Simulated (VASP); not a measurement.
# Ag (R-3m) in VASP: settings compared, part 2 of 2

VASP 6.6.1.

### 3 Single point, PBE

This run uses another cell than the first one, of 18.77 Å³/atom.

Input file INCAR:

```
SYSTEM = Ag
PREC = Accurate
ENCUT = 520
EDIFF = 1E-7
ISMEAR = -1
SIGMA = 0.05
LREAL = .FALSE.
LASPH = .TRUE.
NELM = 80
ALGO = Fast
ISIF = 2
LWAVE = .FALSE.
LCHARG = .FALSE.
GGA = PE
NBANDS = 24
```

Input file KPOINTS:

```
Automatic mesh
0
G
  10 10 10
  0 0 0
```

Input file POSCAR:

```
Ag
1.0
    1.4924315858      0.8616557778      7.2994588987
   -1.4924315858      0.8616557778      7.2994588987
    0.0000000000     -1.7233115556      7.2994588987
Ag
3
Direct
    0.2222810000      0.2222810000      0.2222810000
    0.7777190000      0.7777190000      0.7777190000
    0.0000000000      0.0000000000      0.0000000000
```

Potentials or basis: VASP PAW PBE potentials, release 64 (Ag).

The run is started by

```sh
cat potpaw_PBE.64/Ag/POTCAR > POTCAR
mpirun -np 1 vasp_std > vasp.out
```

OUTCAR:

```text
SYSTEM = Ag
   PREC = Accurate
   ENCUT = 520
   EDIFF = 1E-7
   ISMEAR = -1
   LREAL = .FALSE.
   LASPH = .TRUE.
   NELM = 80
   ISIF = 2
   GGA = PE

 ion  position               nearest neighbor table
   1  0.222  0.222  0.222-   3 2.98   3 2.98   3 2.98   2 2.98   2 2.98   2 2.98
   2  0.778  0.778  0.778-   3 2.98   3 2.98   3 2.98   1 2.98   1 2.98   1 2.98
   3  0.000  0.000  0.000-   2 2.98   1 2.98   2 2.98   2 2.98   1 2.98   1 2.98

  LATTYP: Found a trigonal (rhomboedric) cell.
 ALAT       =     7.5001268610
 COS(alpha) =     0.9208079399

  Lattice vectors:

 A1 = (   1.4924315858,   0.8616557778,   7.2994588987)
 A2 = (  -1.4924315858,   0.8616557778,   7.2994588987)
 A3 = (   0.0000000000,  -1.7233115556,   7.2994588987)

Analysis of symmetry for initial positions (statically):
=====================================================================
 Subroutine PRICEL returns:
 Original cell was already a primitive cell.

 Routine SETGRP: Setting up the symmetry group for a
 trigonal (rhombohedral) supercell.

 Subroutine GETGRP returns: Found 12 space group operations
 (whereof 12 operations were pure point group operations)
 out of a pool of 12 trial point group operations.

The static configuration has the point symmetry D_3d.

Analysis of symmetry for dynamics (positions and initial velocities):
=====================================================================
 Subroutine PRICEL returns:
 Original cell was already a primitive cell.

 Routine SETGRP: Setting up the symmetry group for a
 trigonal (rhombohedral) supercell.

 Subroutine GETGRP returns: Found 12 space group operations
 (whereof 12 operations were pure point group operations)
 out of a pool of 12 trial point group operations.

The dynamic configuration has the point symmetry D_3d.

 Subroutine INISYM returns: Found 12 space group operations
[... 109 lines left out ...]
   PSTRESS=    0.0 pullay stress
   NELECT =      33.0000    total number of electrons
   NUPDOWN=      -1.0000    fix difference up-down
   EMIN   =  10.00;   EMAX   =-10.00  energy-range for DOS
   EFERMI =   0.00;   METHOD = LEGACY
   ISMEAR =    -1;   SIGMA  =   0.05  broadening in eV -4-tet -1-fermi 0-gaus
   EFERMI_NEDOS =   21; number of points for ismear=-14 and -15
   IALGO  =     68    algorithm
   IMIX   =      4    mixing-type and parameters
     AMIX     =   0.40;   BMIX     =  1.00
     AMIX_MAG =   1.60;   BMIX_MAG =  1.00
  volume/ion in A,a.u.               =      18.77       126.69
  Fermi-wavevector in a.u.,A,eV,Ry     =   1.369902  2.588739 25.533113  1.876631
  Thomas-Fermi vector in A             =   2.495736
   LORBIT       =      0    0 simple, 1 ext, 2 COOP (PROOUT), +10 PAW based schemes
   GGA     = PE    functional components
   LHFCALC =     F    Hartree Fock is set to
   AEXX    =    0.0000 exact exchange contribution
   IVDW    =     0    specifies the selected vdW correction
   LEPSILON=     F    determine dielectric tensor
   LRPA    =     F    only Hartree local field effects (RPA)
 non-spin polarized calculation
 RMM-DIIS sequential band-by-band and
  energy-cutoff  :      520.00
  volume of cell :       56.32
 maximum number of plane-waves:      1551
   NGX = 27   NGY = 27   NGZ = 27

 number of electron      33.0000002 magnetization

 Free energy of the ion-electron system (eV)
  ---------------------------------------------------
  ext. energy  EPLUGINS =         0.00000000
  ---------------------------------------------------
  free energy    TOTEN  =        -8.09832457 eV

  energy without entropy =       -8.09084459  energy(sigma->0) =       -8.09458458

 E-fermi :   7.1178     XC(G=0): -11.6424

 val. band max:        7.1070207633   @ k =  -0.2000  -0.3000   0.1000
 cond. band min:       7.1394177104   @ k =  -0.1000   0.3000   0.1000
 fundamental gap:      0.0323969472
 Fermi energy:         7.1178332880

 k-point     1 :       0.0000    0.0000    0.0000
  band No.  band energies     occupation
      1       0.0753      2.00000
      2       1.4463      2.00000
      3       1.4509      2.00000
      4       2.6768      2.00000
      5       2.6768      2.00000
      6       2.6895      2.00000
[... 637 lines left out ...]
     23      18.7030      0.00000
     24      19.5530      0.00000

 [... further k-points ...]
[... 5 lines left out ...]
  --------------------------------------------------------------------------------------
  -------------------------------------------------------------------------------------
  Total       -1.2565469     -1.2565469     -1.4419386      0.0000000     -0.0000000      0.0000000
  in kB      -35.7453156    -35.7453156    -41.0192020      0.0000000     -0.0000000      0.0000000
  external PRESSURE =     -37.5032777 kB  Pullay stress =       0.0000000 kB

 VOLUME and BASIS-vectors are now :
 -----------------------------------------------------------------------------
  energy-cutoff  :      520.00
  volume of cell :       56.32
      direct lattice vectors                 reciprocal lattice vectors
     1.492431586  0.861655778  7.299458899     0.335023732  0.193426042  0.045665485
    -1.492431586  0.861655778  7.299458899    -0.335023732  0.193426042  0.045665485
     0.000000000 -1.723311556  7.299458899     0.000000000 -0.386852084  0.045665485

 POSITION                                       TOTAL-FORCE (eV/Angst)
 -----------------------------------------------------------------------------------
      0.00000      0.00000      4.86759         0.000000      0.000000      0.000331
      0.00000      0.00000     17.03078         0.000000     -0.000000     -0.000331
      0.00000      0.00000      0.00000        -0.000000     -0.000000     -0.000000
 -----------------------------------------------------------------------------------
    total drift:                               -0.000000     -0.000000      0.000000

  FREE ENERGIE OF THE ION-ELECTRON SYSTEM (eV)
  ---------------------------------------------------
  free  energy   TOTEN  =        -8.0983245661 eV

  energy  without entropy=       -8.0908445890  energy(sigma->0) =       -8.09458458
```

OSZICAR:

```text
N       E                     dE             d eps       ncg     rms          rms(c)
DAV:   1     0.204777818659E+03    0.20478E+03   -0.16364E+04  5576   0.131E+03
DAV:   2    -0.537726095184E+01   -0.21016E+03   -0.19571E+03  5816   0.302E+02
DAV:   3    -0.874329023970E+01   -0.33660E+01   -0.33538E+01  6696   0.442E+01
DAV:   4    -0.875630419629E+01   -0.13014E-01   -0.13013E-01  6136   0.266E+00
DAV:   5    -0.875644398472E+01   -0.13979E-03   -0.13979E-03  6840   0.303E-01    0.707E+00
RMM:   6    -0.811659845430E+01    0.63985E+00   -0.18499E+00  5568   0.986E+00    0.474E+00
RMM:   7    -0.810432591436E+01    0.12273E-01   -0.39835E-02  5733   0.150E+00    0.289E+00
RMM:   8    -0.809840629845E+01    0.59196E-02   -0.26283E-03  5790   0.409E-01    0.271E-01
RMM:   9    -0.809830319409E+01    0.10310E-03   -0.43208E-04  6022   0.145E-01    0.428E-02
RMM:  10    -0.809832072726E+01   -0.17533E-04   -0.71074E-05  6125   0.575E-02    0.624E-02
RMM:  11    -0.809832428126E+01   -0.35540E-05   -0.18296E-05  6062   0.317E-02    0.682E-03
RMM:  12    -0.809832402433E+01    0.25693E-06   -0.29711E-06  6099   0.107E-02    0.857E-03
RMM:  13    -0.809832413533E+01   -0.11100E-06   -0.68586E-07  5241   0.505E-03    0.502E-03
RMM:  14    -0.809832452225E+01   -0.38692E-06   -0.19020E-07  4181   0.255E-03    0.993E-04
RMM:  15    -0.809832456610E+01   -0.43847E-07   -0.43885E-08  3396   0.129E-03
   1 F= -.80983246E+01 E0= -.80945846E+01  d E =-.747998E-02
```

stdout:

```text
POSCAR found type information on POSCAR Ag
 POSCAR found :  1 types and       3 ions
 scaLAPACK will be used
 LDA part: xc-table for (Slater+PW92), standard interpolation
 POSCAR, INCAR and KPOINTS ok, starting setup
 FFT: planning ... GRIDC
 FFT: planning ... GRID_SOFT
 FFT: planning ... GRID
 WAVECAR not read
 entering main loop
```

Run time: 20 min. Hardware: 1 thread of Intel Xeon 6975P-C (Granite Rapids), shared host; peak memory 0.44 GiB.

Results:

| Item | Value |
| --- | --- |
| Free energy | -8.0983 eV |
| Pressure | -3.8 GPa |
| Band gap on the k mesh | zero (an odd number of electrons rules out a gap without spin polarisation) |

Stress tensor (GPa, compression positive):
```
-3.57  0.00  0.00
 0.00 -3.57  0.00
 0.00  0.00 -4.10
```

Caveat: the cell stands under tension.

### 4 Single point, PBE

This run uses another cell than the first one, of 19.13 Å³/atom.

Input file INCAR:

```
SYSTEM = Ag
PREC = Accurate
ENCUT = 520
EDIFF = 1E-6
ISMEAR = -1
SIGMA = 0.05
LREAL = .False.
LASPH = .True.
NELM = 100
ALGO = Fast
ISIF = 2
LWAVE = .False.
LCHARG = .False.
GGA = PE
NBANDS = 24
```

Input file KPOINTS:

```
Automatic mesh
0
Gamma
  10 10 10
  0 0 0
```

Input file POSCAR:

```
Ag
1.0
    1.5019377757      0.8671441792      7.3459535211
   -1.5019377757      0.8671441792      7.3459535211
    0.0000000000     -1.7342883582      7.3459535211
Ag
3
Direct
    0.2222810000      0.2222810000      0.2222810000
    0.7777190000      0.7777190000      0.7777190000
    0.0000000000      0.0000000000      0.0000000000
```

The run is started by

```sh
cat potpaw_PBE.64/Ag/POTCAR > POTCAR
mpirun -np 1 vasp_std > vasp.out
```

Run time: 17 min. Hardware: 1 thread of Intel Xeon 6975P-C (Granite Rapids), shared host; peak memory 0.47 GiB.

It converged, with:

```
Free energy            : -8.0693 eV
Pressure               : -4.9 GPa
Band gap on the k mesh : zero (an odd number of electrons rules out a gap without spin polarisation)
```

Stress tensor (GPa, compression positive):
```
-4.73  0.00  0.00
 0.00 -4.73  0.00
 0.00  0.00 -5.27
```

Levels at points of the mesh, in eV from the Fermi level:
```csv
k point,band 15,band 16,band 17,band 18,band 19,band 20
"(0.00, 0.00, 0.00)",-3.08,-3.08,-2.91,-2.91,7.33,7.34
"(0.50, 0.00, 0.00)",-2.79,0.12,1.19,1.32,4.37,4.68
"(0.50, 0.50, 0.00)",-2.76,0.49,0.59,1.41,3.56,5.56
"(0.50, 0.50, 0.50)",-3.44,-2.95,-2.95,-0.04,3.07,13.40
```

Caveat: the cell stands under tension.

### 5 Single point, PBEsol, non-collinear spin, zero start, spin-orbit coupling

This run uses another cell than the first one, of 18.05 Å³/atom.

Input file INCAR:

```
SYSTEM = Ag
  PREC = Accurate
  ENCUT = 520
  EDIFF = 1E-7
  ISMEAR = -1
  SIGMA = 0.05
  LREAL = .FALSE.
  LASPH = .TRUE.
  NELM = 150
  ALGO = Normal
  ISIF = 2
  LWAVE = .FALSE.
  LCHARG = .FALSE.
  MAGMOM = 0 0 0 0 0 0 0 0 0
  LORBIT = 11
  LSORBIT = .TRUE.
  GGA_COMPAT = .FALSE.
  LORBMOM = .TRUE.
  LMAXMIX = 4
  GGA = PS
  NBANDS = 46
```

Input file KPOINTS:

```
Automatic mesh
0
G
  10 10 10
  0 0 0
```

Input file POSCAR:

```
Ag
1.0
    1.4730471633      0.8504641763      7.2046500000
   -1.4730471633      0.8504641763      7.2046500000
    0.0000000000     -1.7009283525      7.2046500000
Ag
3
Direct
    0.2222810000      0.2222810000      0.2222810000
    0.7777190000      0.7777190000      0.7777190000
    0.0000000000      0.0000000000      0.0000000000
```

The run is started by

```sh
cat potpaw_PBE.64/Ag/POTCAR > POTCAR
mpirun -np 1 vasp_ncl > vasp.out
```

It took 1.6 h on 1 thread of Oxide Virtual Turin-like, shared host; peak memory 1.1 GiB.

The run converged. Its results:

```
Free energy                                           : -9.8731 eV
Pressure                                              : -7.5 GPa
Net moment                                            : 0.00 μB per cell
Valence electrons inside the program's atomic spheres : Ag 9.81
```

Forces in eV/Å, atoms in the order of the input:
```
Ag   0.000  0.000  0.002
Ag   0.000  0.000 -0.002
Ag   0.000  0.000  0.000
```

Stress tensor (GPa, compression positive):
```
-7.28  0.00  0.00
 0.00 -7.28  0.00
 0.00  0.00 -7.81
```

Moments on the atoms (μB; x, y, z):
```
Ag  0.00 0.00 0.00
Ag  0.00 0.00 0.00
Ag  0.00 0.00 0.00
```

Caveat: the cell stands under tension; the PAW data sets were made with another functional, which shifts forces and pressure a little.

### 6 Summary

| level | spin | cell | gap on the mesh (eV) | pressure (GPa) |
| --- | --- | --- | --- | --- |
| PBE | off | a = 7.452 Å, angles 23.0°, 3 atoms | none | -2.3 |
| PBE | off | a = 7.500 Å, angles 23.0°, 3 atoms | none | -3.8 |
| PBE | off | a = 7.548 Å, angles 23.0°, 3 atoms | none | -4.9 |
| PBEsol | non-collinear, zero start, SOC | a = 7.403 Å, angles 23.0°, 3 atoms | - | -7.5 |

Alike in all rows: task single point; potentials or basis VASP PAW PBE potentials, release 64 (Ag); k mesh 10 × 10 × 10; cutoff (eV) 520; smearing fermi-dirac 0.05 eV.

Caveats: the cell stands under tension (at least some runs); the PAW data sets were made with another functional, which shifts forces and pressure a little (at least some runs).

Absolute energies hang on the potentials; compare differences alone.

The gap in the log of VASP goes by the Fermi energy; the results here count the filled bands.